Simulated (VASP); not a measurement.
Runs of VASP 6.6.1 on BaZrO3. It takes space group Pm-3m (No. 221, cubic). The conventional cell has a = 4.191 Å, b = 4.191 Å, c = 4.191 Å, α = 90.00°, β = 90.00°, γ = 90.00°. Ba (site symmetry m-3m) has 12 O at 2.96 Å and 8 Zr at 3.63 Å within 3.9 Å. Within 2.8 Å of Zr (site symmetry m-3m) lie 6 O at 2.10 Å. Within 2.8 Å of O (site symmetry 4/mmm) lie 2 Zr at 2.10 Å. 

```csv
task,level,potentials or basis,cell,k mesh,cutoff (eV),second run,gap on the mesh (eV),pressure (GPa)
single point,PBE,"VASP PAW PBE potentials, release 64 (Ba_sv, Zr_sv, O)",as given,5 × 5 × 5,520,-,3.29,5.1
electric field gradients,PBE+D3(BJ),"VASP PAW PBE potentials, release 64 (Ba_sv, Zr_sv, O)",as given,8 × 8 × 8,520,-,3.19,(a)
single point,PBE,"VASP PAW PBE potentials, release 64 (Ba_sv, Zr_sv, O_h)",as given,5 × 5 × 5,910,hard_potentials,3.30,4.9
relaxation of the atoms,PBE,"VASP PAW PBE potentials, release 64 (Ba_sv, Zr_sv, O)",atoms relaxed,5 × 5 × 5,520,-,3.29,5.1
```

Alike in all rows: no spin polarisation; smearing fermi-dirac 0.02 eV.

Q: Fill in the values left out.

A: (a) 2.4.

Caveats: spin-orbit coupling is left out, which moves the levels of the heavy elements; the cutoff is under 1.25 times the usual one of these potentials, so pressure, stress and relaxed cells hold a basis-set (Pulay) error (some runs); the relaxation stopped at its first step, so nothing moved (some runs).

A k mesh can miss the band edges, and the runs leave out spin-orbit coupling on Ba, Zr.
